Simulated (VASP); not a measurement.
# ScAl2 (Fd-3m) in VASP: a series of runs

The runs below take ScAl2 through single point, with PBEsol.

Everything below comes from runs of VASP 6.6.1. Logs are shortened: lines on timing, memory, paths and dates and some standing lists are left out, and cuts for length are marked.

## (1) The cell of the first run

Symmetry: Fd-3m, No. 227, cubic system. The conventional cell has a = 7.267 Å, b = 7.267 Å, c = 7.267 Å, α = 90.00°, β = 90.00°, γ = 90.00°. Sc (site symmetry -43m) has 12 Al at 3.01 Å and 4 Sc at 3.15 Å within 4.0 Å. Al (site symmetry -3m) has 6 Al at 2.57 Å and 6 Sc at 3.01 Å within 3.4 Å.

## (2) Single point, PBEsol

INCAR

```
PREC = Accurate
ENCUT = 520
EDIFF = 1E-6
ISMEAR = 0
SIGMA = 0.1
LREAL = F
LASPH = T
NELM = 60
ALGO = Fast
ISIF = 2
LWAVE = F
LCHARG = T
GGA = PS
LELF = T
LVHAR = T
NBANDS = 26
```

KPOINTS

```
regular mesh
0
Gamma
  8 8 8
```

POSCAR

```
ScAl2
1.0
    0.0000000000      3.6334320410      3.6334320410
    3.6334320410      0.0000000000      3.6334320410
    3.6334320410      3.6334320410      0.0000000000
Sc Al
2 4
Direct
    0.5000000000      0.5000000000      0.5000000000
    0.7500000000      0.7500000000      0.7500000000
    0.1250000000      0.1250000000      0.1250000000
    0.6250000000      0.1250000000      0.1250000000
    0.1250000000      0.6250000000      0.1250000000
    0.1250000000      0.1250000000      0.6250000000
```

Potentials or basis: VASP PAW PBE potentials, release 64 (Sc_sv, Al).

On the command line:

```
$ cat potpaw_PBE.64/Sc_sv/POTCAR potpaw_PBE.64/Al/POTCAR > POTCAR
$ mpirun -np 1 vasp_std > vasp.out
```

OUTCAR:

```text
PREC = Accurate
   ENCUT = 520
   EDIFF = 1E-6
   ISMEAR = 0
   LREAL = F
   LASPH = T
   NELM = 60
   ISIF = 2
   GGA = PS

 ion  position               nearest neighbor table
   1  0.500  0.500  0.500-   5 3.01   6 3.01   4 3.01   6 3.01   4 3.01   5 3.01   3 3.01   3 3.01
                             3 3.01   4 3.01   5 3.01   6 3.01   2 3.15   2 3.15   2 3.15   2 3.15
   2  0.750  0.750  0.750-   4 3.01   5 3.01   4 3.01   6 3.01   5 3.01   6 3.01   3 3.01   6 3.01
                             3 3.01   3 3.01   4 3.01   5 3.01   1 3.15   1 3.15   1 3.15   1 3.15
   3  0.125  0.125  0.125-   4 2.57   5 2.57   6 2.57   6 2.57   5 2.57   4 2.57   1 3.01   2 3.01
                             1 3.01   2 3.01   1 3.01   2 3.01
   4  0.625  0.125  0.125-   3 2.57   6 2.57   5 2.57   3 2.57   5 2.57   6 2.57   2 3.01   1 3.01
                             2 3.01   1 3.01   1 3.01   2 3.01
   5  0.125  0.625  0.125-   3 2.57   6 2.57   3 2.57   4 2.57   6 2.57   4 2.57   1 3.01   2 3.01
                             1 3.01   2 3.01   1 3.01   2 3.01
   6  0.125  0.125  0.625-   3 2.57   3 2.57   4 2.57   5 2.57   5 2.57   4 2.57   1 3.01   2 3.01
                             1 3.01   2 3.01   1 3.01   2 3.01

  LATTYP: Found a face centered cubic cell.
 ALAT       =     7.2668640820

  Lattice vectors:

 A1 = (   0.0000000000,   3.6334320410,   3.6334320410)
 A2 = (   3.6334320410,   0.0000000000,   3.6334320410)
 A3 = (   3.6334320410,   3.6334320410,   0.0000000000)

Analysis of symmetry for initial positions (statically):
=====================================================================
 Subroutine PRICEL returns:
 Original cell was already a primitive cell.

 Routine SETGRP: Setting up the symmetry group for a
 face centered cubic supercell.

 Subroutine GETGRP returns: Found 48 space group operations
 (whereof 24 operations were pure point group operations)
 out of a pool of 48 trial point group operations.

The static configuration has the point symmetry T_d .
 The point group associated with its full space group is O_h .

Analysis of symmetry for dynamics (positions and initial velocities):
=====================================================================
 Subroutine PRICEL returns:
 Original cell was already a primitive cell.

 Routine SETGRP: Setting up the symmetry group for a
 face centered cubic supercell.

 Subroutine GETGRP returns: Found 48 space group operations
 (whereof 24 operations were pure point group operations)
 out of a pool of 48 trial point group operations.

The dynamic configuration has the point symmetry T_d .
 The point group associated with its full space group is O_h .

 Subroutine INISYM returns: Found 48 space group operations
 (whereof 24 operations are pure point group operations),
 and found     1 'primitive' translations

----------------------------------------------------------------------------------------

                                     Primitive cell

  volume of cell :      95.9359

  direct lattice vectors                    reciprocal lattice vectors
     0.000000000  3.633432041  3.633432041    -0.137610940  0.137610940  0.137610940
     3.633432041  0.000000000  3.633432041     0.137610940 -0.137610940  0.137610940
     3.633432041  3.633432041  0.000000000     0.137610940  0.137610940 -0.137610940

  length of vectors
     5.138448870  5.138448870  5.138448870     0.238349140  0.238349140  0.238349140

  position of ions in fractional coordinates (direct lattice)
     0.500000000  0.500000000  0.500000000
     0.750000000  0.750000000  0.750000000
     0.125000000  0.125000000  0.125000000
     0.625000000  0.125000000  0.125000000
     0.125000000  0.625000000  0.125000000
     0.125000000  0.125000000  0.625000000

  ion indices of the primitive-cell ions
   primitive index   ion index
                 1           1
                 2           2
                 3           3
                 4           4
                 5           5
                 6           6

----------------------------------------------------------------------------------------

 KPOINTS: regular mesh

Automatic generation of k-mesh.
 Grid dimensions read from file:
 generate k-points for:    8    8    8

 Generating k-lattice:

  Cartesian coordinates                     Fractional coordinates (reciprocal lattice)
    -0.017201368  0.017201368  0.017201368     0.125000000  0.000000000  0.000000000
     0.017201368 -0.017201368  0.017201368     0.000000000  0.125000000  0.000000000
     0.017201368  0.017201368 -0.017201368     0.000000000  0.000000000  0.125000000

  Length of vectors
     0.029793643  0.029793643  0.029793643

  Shift w.r.t. Gamma in fractional coordinates (k-lattice)
     0.000000000  0.000000000  0.000000000

 Subroutine IBZKPT returns following result:
 ===========================================

 Found     29 irreducible k-points:

 Following reciprocal coordinates:
            Coordinates               Weight
  0.000000  0.000000  0.000000      1.000000
  0.125000  0.000000  0.000000      8.000000
  0.250000  0.000000  0.000000      8.000000
  0.375000  0.000000  0.000000      8.000000
  0.500000  0.000000  0.000000      4.000000
  0.125000  0.125000  0.000000      6.000000
[... 16 lines left out ...]
  0.500000  0.250000  0.125000     48.000000
 -0.375000  0.250000  0.125000     24.000000
 [... further k-points ...]
   k-points           NKPTS =     29   k-points in BZ     NKDIM =     29   number of bands    NBANDS=     26
   number of dos      NEDOS =    301   number of ions     NIONS =      6
   total plane-waves  NPLWV =  64000
   dimension x,y,z NGX =    40 NGY =   40 NGZ =   40
   dimension x,y,z NGXF=    80 NGYF=   80 NGZF=   80
   ions per type =               2   4
   NGX,Y,Z   is equivalent  to a cutoff of  12.94, 12.94, 12.94 a.u.
   NGXF,Y,Z  is equivalent  to a cutoff of  25.88, 25.88, 25.88 a.u.
 SYSTEM =  unknown system
   PREC   = accura    normal or accurate (medium, high low for compatibility)
   ISTART =      0    job   : 0-new  1-cont  2-samecut
   ICHARG =      2    charge: 1-file 2-atom 10-const
   ISPIN  =      1    spin polarized calculation?
   LNONCOLLINEAR =      F non collinear calculations
   LSORBIT =      F    spin-orbit coupling
   LASPH  =      T    aspherical Exc in radial PAW
   ENCUT  =  520.0 eV  38.22 Ry    6.18 a.u.   9.55  9.55  9.55*2*pi/ulx,y,z
   NELM   =     60;   NELMIN=  2; NELMDL= -5     # of ELM steps
   EDIFF  = 0.1E-05   stopping-criterion for ELM
   LREAL  =      F    real-space projection
   EDIFFG = 0.1E-04   stopping-criterion for IOM
   NSW    =      0    number of steps for IOM
   IBRION =     -1    ionic relax: 0-MD 1-quasi-New 2-CG
   NFREE  =      0    steps in history (QN), initial steepest desc. (CG)
   ISIF   =      2    stress and relaxation
   ISYM   =      2    0-nonsym 1-usesym 2-fastsym
   POTIM  = 0.5000    time-step for ionic-motion
   TEBEG  =    0.0;   TEEND  =   0.0 temperature during run
   PSTRESS=    0.0 pullay stress
   NELECT =      34.0000    total number of electrons
   NUPDOWN=      -1.0000    fix difference up-down
   EMIN   =  10.00;   EMAX   =-10.00  energy-range for DOS
   EFERMI =   0.00;   METHOD = LEGACY
   ISMEAR =     0;   SIGMA  =   0.10  broadening in eV -4-tet -1-fermi 0-gaus
   EFERMI_NEDOS =   21; number of points for ismear=-14 and -15
   IALGO  =     68    algorithm
   IMIX   =      4    mixing-type and parameters
     AMIX     =   0.40;   BMIX     =  1.00
     AMIX_MAG =   1.60;   BMIX_MAG =  1.00
  volume/ion in A,a.u.               =      15.99       107.90
  Fermi-wavevector in a.u.,A,eV,Ry     =   1.158530  2.189305 18.261640  1.342193
  Thomas-Fermi vector in A             =   2.295132
   LORBIT       =      0    0 simple, 1 ext, 2 COOP (PROOUT), +10 PAW based schemes
   GGA     = PS    functional components
   LHFCALC =     F    Hartree Fock is set to
   AEXX    =    0.0000 exact exchange contribution
   IVDW    =     0    specifies the selected vdW correction
   LEPSILON=     F    determine dielectric tensor
   LRPA    =     F    only Hartree local field effects (RPA)
 non-spin polarized calculation
 RMM-DIIS sequential band-by-band and
 Gauss-broadening in eV      SIGMA  =   0.10
  energy-cutoff  :      520.00
  volume of cell :       95.94
 maximum number of plane-waves:      2637
 NGX is ok and might be reduce to    40
   NGX = 19   NGY = 19   NGZ = 19

 number of electron      33.9999993 magnetization

 Free energy of the ion-electron system (eV)
  ---------------------------------------------------
  ext. energy  EPLUGINS =         0.00000000
  ---------------------------------------------------
  free energy    TOTEN  =       -32.13358446 eV

  energy without entropy =      -32.11118944  energy(sigma->0) =      -32.12238695

 E-fermi :   7.4239     XC(G=0): -10.8778

 val. band max:        7.3756126826   @ k =  -0.2500   0.1250   0.0000
 cond. band min:       7.4360873580   @ k =  -0.3750   0.3750   0.1250
 fundamental gap:      0.0604746754
 Fermi energy:         7.4238954506

 k-point     1 :       0.0000    0.0000    0.0000
  band No.  band energies     occupation
      1     -41.2818      2.00000
      2     -41.2151      2.00000
      3     -20.1109      2.00000
      4     -20.1109      2.00000
      5     -20.1109      2.00000
      6     -19.9506      2.00000
[... 18 lines left out ...]
     25      11.2918      0.00000
     26      11.2921      0.00000

 k-point     2 :       0.1250    0.0000    0.0000
  band No.  band energies     occupation
      1     -41.2800      2.00000
      2     -41.2170      2.00000
      3     -20.1141      2.00000
      4     -20.1141      2.00000
      5     -20.1113      2.00000
      6     -19.9512      2.00000
[... 18 lines left out ...]
     25      11.0796      0.00000
     26      11.1419      0.00000

 k-point     3 :       0.2500    0.0000    0.0000
  band No.  band energies     occupation
      1     -41.2748      2.00000
      2     -41.2221      2.00000
      3     -20.1216      2.00000
      4     -20.1216      2.00000
      5     -20.1130      2.00000
      6     -19.9523      2.00000
[... 18 lines left out ...]
     25      10.9197      0.00000
     26      11.4064      0.00000

 k-point     4 :       0.3750    0.0000    0.0000
  band No.  band energies     occupation
      1     -41.2684      2.00000
      2     -41.2285      2.00000
      3     -20.1285      2.00000
      4     -20.1285      2.00000
      5     -20.1153      2.00000
      6     -19.9528      2.00000
[... 18 lines left out ...]
     25      10.9683      0.00000
     26      10.9954      0.00000

 k-point     5 :       0.5000    0.0000    0.0000
  band No.  band energies     occupation
      1     -41.2651      2.00000
      2     -41.2318      2.00000
      3     -20.1312      2.00000
      4     -20.1312      2.00000
      5     -20.1164      2.00000
      6     -19.9527      2.00000
[... 18 lines left out ...]
     25      11.1346      0.00000
     26      11.1354      0.00000

 k-point     6 :       0.1250    0.1250    0.0000
  band No.  band energies     occupation
      1     -41.2793      2.00000
      2     -41.2176      2.00000
      3     -20.1181      2.00000
      4     -20.1181      2.00000
      5     -20.1051      2.00000
      6     -19.9575      2.00000
[... 427 lines left out ...]
 k-point    21 :       0.5000    0.5000    0.0000
  band No.  band energies     occupation
      1     -41.2484      2.00000
      2     -41.2484      2.00000
      3     -20.1525      2.00000
      4     -20.1525      2.00000
      5     -20.0347      2.00000
      6     -20.0347      2.00000
[... 18 lines left out ...]
     25      12.1127      0.00000
     26      12.1143      0.00000

 k-point    22 :       0.3750    0.2500    0.1250
  band No.  band energies     occupation
      1     -41.2702      2.00000
      2     -41.2267      2.00000
      3     -20.1390      2.00000
      4     -20.1305      2.00000
      5     -20.0920      2.00000
      6     -19.9733      2.00000
[... 18 lines left out ...]
     25      11.0835      0.00000
     26      11.1114      0.00000

 k-point    23 :       0.5000    0.2500    0.1250
  band No.  band energies     occupation
      1     -41.2638      2.00000
      2     -41.2330      2.00000
      3     -20.1486      2.00000
      4     -20.1366      2.00000
      5     -20.0836      2.00000
      6     -19.9823      2.00000
[... 18 lines left out ...]
     25      11.2763      0.00000
     26      11.3652      0.00000

 k-point    24 :      -0.3750    0.2500    0.1250
  band No.  band energies     occupation
      1     -41.2602      2.00000
      2     -41.2367      2.00000
      3     -20.1521      2.00000
      4     -20.1394      2.00000
      5     -20.0799      2.00000
      6     -19.9862      2.00000
[... 18 lines left out ...]
     25      11.1294      0.00000
     26      12.2764      0.00000

 [... further k-points ...]

------------------------ aborting loop because EDIFF is reached ----------------------------------------

  FORCE on cell =-STRESS in cart. coord.  units (eV):
  Direction    XX          YY          ZZ          XY          YZ          ZX
  --------------------------------------------------------------------------------------
  -------------------------------------------------------------------------------------
  Total        7.3133349      7.3133349      7.3133349      0.0000000      0.0000000     -0.0000000
  in kB      122.1363459    122.1363459    122.1363459      0.0000000      0.0000000     -0.0000000
  external PRESSURE =     122.1363459 kB  Pullay stress =       0.0000000 kB

 VOLUME and BASIS-vectors are now :
 -----------------------------------------------------------------------------
  energy-cutoff  :      520.00
  volume of cell :       95.94
      direct lattice vectors                 reciprocal lattice vectors
     0.000000000  3.633432041  3.633432041    -0.137610940  0.137610940  0.137610940
     3.633432041  0.000000000  3.633432041     0.137610940 -0.137610940  0.137610940
     3.633432041  3.633432041  0.000000000     0.137610940  0.137610940 -0.137610940

 POSITION                                       TOTAL-FORCE (eV/Angst)
 -----------------------------------------------------------------------------------
      3.63343      3.63343      3.63343        -0.000000     -0.000000     -0.000000
      5.45015      5.45015      5.45015        -0.000000      0.000000      0.000000
      0.90836      0.90836      0.90836         0.000000     -0.000000     -0.000000
      0.90836      2.72507      2.72507         0.000000     -0.000000     -0.000000
      2.72507      0.90836      2.72507         0.000000     -0.000000     -0.000000
      2.72507      2.72507      0.90836         0.000000     -0.000000     -0.000000
 -----------------------------------------------------------------------------------
    total drift:                               -0.000000     -0.000000      0.000000

  FREE ENERGIE OF THE ION-ELECTRON SYSTEM (eV)
  ---------------------------------------------------
  free  energy   TOTEN  =       -32.1335844578 eV

  energy  without entropy=      -32.1111894366  energy(sigma->0) =      -32.12238695
```

It took 73 s on 1 thread of AMD EPYC 9R45 (Zen 5), shared host; peak memory 0.23 GiB.

Results:

- Free energy: -32.1336 eV
- Pressure: 12.2 GPa
- Band gap on the k mesh: zero (bands 17 and 18 overlap by 2.61 eV)

Levels at points of the mesh, in eV from the Fermi level:
```csv
k point,band 14,band 15,band 16,band 17,band 18,band 19,band 20,band 21
"(0.00, 0.00, 0.00)",-2.40,-2.40,-2.40,-1.88,-1.88,0.52,2.48,2.48
"(0.50, 0.00, 0.00)",-1.93,-1.93,-0.36,-0.14,-0.14,1.84,1.84,2.08
"(0.50, 0.50, 0.00)",-3.74,0.25,0.25,0.73,0.73,0.87,0.87,1.13
```

Caveat: the cell stands under pressure; the PAW data sets were made with another functional, which shifts forces and pressure a little.

## (3) Single point, PBEsol

This run uses another cell than the first one, of 17.06 Å³/atom.

INCAR

```
SYSTEM = ScAl2
PREC = Accurate
ENCUT = 520
EDIFF = 1E-7
ISMEAR = 0
SIGMA = 0.1
LREAL = .FALSE.
LASPH = .TRUE.
NELM = 60
ALGO = Fast
ISIF = 2
LWAVE = .FALSE.
LCHARG = .FALSE.
GGA = PS
NBANDS = 26
```

KPOINTS

```
Automatic mesh
0
G
  8 8 8
  0 0 0
```

POSCAR, as its differences from that of step 2:

```diff
@@ -2,5 +2,5 @@
 1.0
-    0.0000000000      3.6334320410      3.6334320410
-    3.6334320410      0.0000000000      3.6334320410
-    3.6334320410      3.6334320410      0.0000000000
+    0.0000000000      3.7127924600      3.7127924600
+    3.7127924600      0.0000000000      3.7127924600
+    3.7127924600      3.7127924600      0.0000000000
 Sc Al
```

Potentials or basis: VASP PAW PBE potentials, release 64 (Sc_sv, Al).

On the command line:

```
$ cat potpaw_PBE.64/Sc_sv/POTCAR potpaw_PBE.64/Al/POTCAR > POTCAR
$ mpirun -np 1 vasp_std > vasp.out
```

It took 1.7 min on 1 thread of AMD EPYC 9R45 (Zen 5), shared host; peak memory 0.24 GiB.

It converged, with:

| Property | Result |
| --- | --- |
| Free energy | -32.4564 eV |
| Pressure | 4.2 GPa |
| Band gap on the k mesh | zero (bands 17 and 18 overlap by 2.47 eV) |

Levels at points of the mesh, in eV from the Fermi level:
```tsv
k point	band 14	band 15	band 16	band 17	band 18	band 19	band 20	band 21
(0.00, 0.00, 0.00)	-2.40	-2.40	-2.40	-1.77	-1.77	0.42	2.28	2.28
(0.50, 0.00, 0.00)	-1.89	-1.89	-0.35	-0.14	-0.14	1.75	1.75	2.01
(0.50, 0.50, 0.00)	-3.63	0.26	0.26	0.70	0.70	0.85	0.85	1.09
```

Caveat: the cell stands under pressure; the PAW data sets were made with another functional, which shifts forces and pressure a little.

(Part 1 of 2 ends here.)

The gap in the log of VASP goes by the Fermi energy; the results here count the filled bands.